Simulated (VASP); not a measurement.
# Ti (P6/mmm) in VASP: a series of runs

Runs on Ti. Level: PBEsol. Tasks: single point.

All numbers are computed with VASP 6.6.1; they aren't measurements. Logs are shortened: lines on timing, memory, paths and dates and some standing lists are left out, and cuts for length are marked.

## (1) The cell of the first run

It takes space group P6/mmm (No. 191, hexagonal). Conventional cell: a = 4.522 Å, b = 4.522 Å, c = 2.772 Å, α = 90.00°, β = 90.00°, γ = 120.00°. Within 3.7 Å of Ti (site symmetry 6/mmm) lie 14 Ti at 2.77 to 2.96 Å. Ti (site symmetry -6m2) has 11 Ti at 2.61 to 2.96 Å within 3.4 Å.

This isn't the form of Ti at room conditions, which is hcp.

## (2) Single point, PBEsol

File INCAR:

```
  PREC = Accurate
  ENCUT = 520
  EDIFF = 1E-6
  ISMEAR = -1
  SIGMA = 0.1
  LREAL = False
  LASPH = True
  NELM = 80
  ALGO = Normal
  ISIF = 2
  LWAVE = False
  LCHARG = False
  GGA = PS
  NBANDS = 25
```

File KPOINTS:

```
Automatic mesh
0
Gamma
  7 7 10
```

File POSCAR:

```
Ti
1.0
    4.5220188335      0.0000000000      0.0000000000
   -2.2610094167      3.9161833263      0.0000000000
    0.0000000000      0.0000000000      2.7721941544
Ti
3
Direct
    0.0000000000      0.0000000000      0.0000000000
    0.3333333333      0.6666666667      0.5000000000
    0.6666666667      0.3333333333      0.5000000000
```

Potentials or basis: VASP PAW PBE potentials, release 64 (Ti_sv).

Started as:

```sh
$ cat potpaw_PBE.64/Ti_sv/POTCAR > POTCAR
$ mpirun -np 1 vasp_std > vasp.out
```

OUTCAR:

```text
PREC = Accurate
   ENCUT = 520
   EDIFF = 1E-6
   ISMEAR = -1
   LREAL = False
   LASPH = True
   NELM = 80
   ISIF = 2
   GGA = PS

 ion  position               nearest neighbor table
   1  0.000  0.000  0.000-
   2  0.333  0.667  0.500-   3 2.61   3 2.61   3 2.61
   3  0.667  0.333  0.500-   2 2.61   2 2.61   2 2.61

  LATTYP: Found a hexagonal cell.
 ALAT       =     4.5220188335
 C/A-ratio  =     0.6130434782

  Lattice vectors:

 A1 = (   4.5220188335,   0.0000000000,   0.0000000000)
 A2 = (  -2.2610094167,   3.9161833263,   0.0000000000)
 A3 = (   0.0000000000,   0.0000000000,   2.7721941544)

Analysis of symmetry for initial positions (statically):
=====================================================================
 Subroutine PRICEL returns:
 Original cell was already a primitive cell.

 Routine SETGRP: Setting up the symmetry group for a
 hexagonal supercell.

 Subroutine GETGRP returns: Found 24 space group operations
 (whereof 24 operations were pure point group operations)
 out of a pool of 24 trial point group operations.

The static configuration has the point symmetry D_6h.

Analysis of symmetry for dynamics (positions and initial velocities):
=====================================================================
 Subroutine PRICEL returns:
 Original cell was already a primitive cell.

 Routine SETGRP: Setting up the symmetry group for a
 hexagonal supercell.

 Subroutine GETGRP returns: Found 24 space group operations
 (whereof 24 operations were pure point group operations)
 out of a pool of 24 trial point group operations.

The dynamic configuration has the point symmetry D_6h.

 Subroutine INISYM returns: Found 24 space group operations
 (whereof 24 operations are pure point group operations),
 and found     1 'primitive' translations

----------------------------------------------------------------------------------------

                                     Primitive cell

  volume of cell :      49.0929

  direct lattice vectors                    reciprocal lattice vectors
     4.522018833  0.000000000  0.000000000     0.221140167  0.127675330  0.000000000
    -2.261009417  3.916183326  0.000000000     0.000000000  0.255350661  0.000000000
     0.000000000  0.000000000  2.772194154     0.000000000  0.000000000  0.360725095

  length of vectors
     4.522018833  4.522018955  2.772194154     0.255350668  0.255350661  0.360725095

  position of ions in fractional coordinates (direct lattice)
[... 79 lines left out ...]
   ENCUT  =  520.0 eV  38.22 Ry    6.18 a.u.   8.41  8.41  5.15*2*pi/ulx,y,z
   NELM   =     80;   NELMIN=  2; NELMDL= -5     # of ELM steps
   EDIFF  = 0.1E-05   stopping-criterion for ELM
   LREAL  =      F    real-space projection
   EDIFFG = 0.1E-04   stopping-criterion for IOM
   NSW    =      0    number of steps for IOM
   IBRION =     -1    ionic relax: 0-MD 1-quasi-New 2-CG
   NFREE  =      0    steps in history (QN), initial steepest desc. (CG)
   ISIF   =      2    stress and relaxation
   ISYM   =      2    0-nonsym 1-usesym 2-fastsym
   POTIM  = 0.5000    time-step for ionic-motion
   TEBEG  =    0.0;   TEEND  =   0.0 temperature during run
   PSTRESS=    0.0 pullay stress
   NELECT =      36.0000    total number of electrons
   NUPDOWN=      -1.0000    fix difference up-down
   EMIN   =  10.00;   EMAX   =-10.00  energy-range for DOS
   EFERMI =   0.00;   METHOD = LEGACY
   ISMEAR =    -1;   SIGMA  =   0.10  broadening in eV -4-tet -1-fermi 0-gaus
   EFERMI_NEDOS =   21; number of points for ismear=-14 and -15
   IALGO  =     38    algorithm
   IMIX   =      4    mixing-type and parameters
     AMIX     =   0.40;   BMIX     =  1.00
     AMIX_MAG =   1.60;   BMIX_MAG =  1.00
  volume/ion in A,a.u.               =      16.36       110.43
  Fermi-wavevector in a.u.,A,eV,Ry     =   1.476282  2.789768 29.652653  2.179409
  Thomas-Fermi vector in A             =   2.590828
   LORBIT       =      0    0 simple, 1 ext, 2 COOP (PROOUT), +10 PAW based schemes
   GGA     = PS    functional components
   LHFCALC =     F    Hartree Fock is set to
   AEXX    =    0.0000 exact exchange contribution
   IVDW    =     0    specifies the selected vdW correction
   LEPSILON=     F    determine dielectric tensor
   LRPA    =     F    only Hartree local field effects (RPA)
 non-spin polarized calculation
  energy-cutoff  :      520.00
  volume of cell :       49.09
 maximum number of plane-waves:      1348
 NGX is ok and might be reduce to    36
   NGX = 17   NGY = 17   NGZ = 11

 number of electron      36.0000011 magnetization

 Free energy of the ion-electron system (eV)
  ---------------------------------------------------
  ext. energy  EPLUGINS =         0.00000000
  ---------------------------------------------------
  free energy    TOTEN  =       -25.10474355 eV

  energy without entropy =      -25.00529028  energy(sigma->0) =      -25.05501691

 E-fermi :   8.7044     XC(G=0): -11.9224

 val. band max:        8.6796551452   @ k =   0.2857   0.1429   0.1000
 cond. band min:       8.7402158844   @ k =   0.4286   0.1429   0.3000
 fundamental gap:      0.0605607391
 Fermi energy:         8.7043600439

 k-point     1 :       0.0000    0.0000    0.0000
  band No.  band energies     occupation
      1     -47.8071      2.00000
      2     -47.5733      2.00000
      3     -47.3911      2.00000
      4     -24.2371      2.00000
      5     -24.2371      2.00000
      6     -24.1806      2.00000
[... 661 lines left out ...]
     24      11.3850      0.00000
     25      11.4577      0.00000

 [... further k-points ...]

------------------------ aborting loop because EDIFF is reached ----------------------------------------

  FORCE on cell =-STRESS in cart. coord.  units (eV):
  Direction    XX          YY          ZZ          XY          YZ          ZX
  --------------------------------------------------------------------------------------
  -------------------------------------------------------------------------------------
  Total       -0.0313447     -0.0313447      0.6526185     -0.0000000      0.0000000     -0.0000000
  in kB       -1.0229533     -1.0229534     21.2985932     -0.0000000      0.0000000     -0.0000000
  external PRESSURE =       6.4175622 kB  Pullay stress =       0.0000000 kB

 VOLUME and BASIS-vectors are now :
 -----------------------------------------------------------------------------
  energy-cutoff  :      520.00
  volume of cell :       49.09
      direct lattice vectors                 reciprocal lattice vectors
     4.522018833  0.000000000  0.000000000     0.221140167  0.127675330  0.000000000
    -2.261009417  3.916183326  0.000000000     0.000000000  0.255350661  0.000000000
     0.000000000  0.000000000  2.772194154     0.000000000  0.000000000  0.360725095

 POSITION                                       TOTAL-FORCE (eV/Angst)
 -----------------------------------------------------------------------------------
      0.00000      0.00000      0.00000        -0.000000      0.000000      0.000000
     -0.00000      2.61079      1.38610         0.000000     -0.000000     -0.000000
      2.26101      1.30539      1.38610        -0.000000      0.000000      0.000000
 -----------------------------------------------------------------------------------
    total drift:                                0.000000      0.000000     -0.000000

  FREE ENERGIE OF THE ION-ELECTRON SYSTEM (eV)
  ---------------------------------------------------
  free  energy   TOTEN  =       -25.1047435452 eV

  energy  without entropy=      -25.0052902838  energy(sigma->0) =      -25.05501691
```

stdout:

```text
POSCAR found type information on POSCAR Ti
 POSCAR found :  1 types and       3 ions
 scaLAPACK will be used
 -----------------------------------------------------------------------------
|                                                                             |
|                                                                             |
|     You enforced a specific xc type in the INCAR file but a different       |
|     I HOPE YOU KNOW WHAT YOU ARE DOING!                                     |
|                                                                             |
 -----------------------------------------------------------------------------

 LDA part: xc-table for (Slater+PW92), standard interpolation
 POSCAR, INCAR and KPOINTS ok, starting setup
 FFT: planning ... GRIDC
 FFT: planning ... GRID_SOFT
 FFT: planning ... GRID
 WAVECAR not read
 entering main loop
```

Run time: 77 s. Hardware: 1 thread of Intel Xeon 8259CL, shared host; peak memory 0.2 GiB.

What came out:

```yaml
Free_energy: -25.1047 eV
Pressure: 0.6 GPa
Band_gap_on_the_k_mesh: zero (bands 18 and 19 overlap by 0.24 eV)
```

Caveat: the PAW data sets were made with another functional, which shifts forces and pressure a little.

## (3) Single point, PBEsol

This run uses another cell than the first one, of 16.88 Å³/atom.

File INCAR:

```
  PREC = Accurate
  ENCUT = 520
  EDIFF = 1E-6
  ISMEAR = -1
  SIGMA = 0.1
  LREAL = False
  LASPH = True
  NELM = 60
  ALGO = Normal
  ISIF = 2
  LWAVE = False
  LCHARG = True
  GGA = PS
  LELF = True
  LVHAR = True
  NBANDS = 25
```

KPOINTS is that of step 2.

File POSCAR:

```
Ti
1.0
    4.5691265865      0.0000000000      0.0000000000
   -2.2845632933      3.9569798387      0.0000000000
    0.0000000000      0.0000000000      2.8010732552
Ti
3
Direct
    0.0000000000      0.0000000000      0.0000000000
    0.3333333333      0.6666666667      0.5000000000
    0.6666666667      0.3333333333      0.5000000000
```

Potentials or basis: VASP PAW PBE potentials, release 64 (Ti_sv).

Started as:

```sh
$ cat potpaw_PBE.64/Ti_sv/POTCAR > POTCAR
$ mpirun -np 1 vasp_std > vasp.out
```

Run time: 74 s. Hardware: 1 thread of Intel Xeon 8259CL, shared host; peak memory 0.2 GiB.

It converged, with:

| Property | Result |
| --- | --- |
| Free energy | -25.0938 eV |
| Pressure | -2.9 GPa |
| Band gap on the k mesh | zero (bands 18 and 19 overlap by 0.24 eV) |

Stress tensor (GPa, compression positive):
```
-3.56  0.00  0.00
 0.00 -3.56  0.00
 0.00  0.00 -1.63
```

Levels at points of the mesh, in eV from the Fermi level:
```
           k point  band 14  band 15  band 16  band 17  band 18  band 19  band 20  band 21  band 22  band 23
(0.00, 0.00, 0.00)    -1.95    -0.69    -0.69    -0.60    -0.60    -0.06     0.66     1.33     1.33     1.93
(0.00, 0.00, 0.50)    -2.10    -2.10    -1.65    -1.61    -1.61     1.06     1.06     1.30     1.30     3.03
```

Caveat: the PAW data sets were made with another functional, which shifts forces and pressure a little.

(Continued in part 2 of 2.)
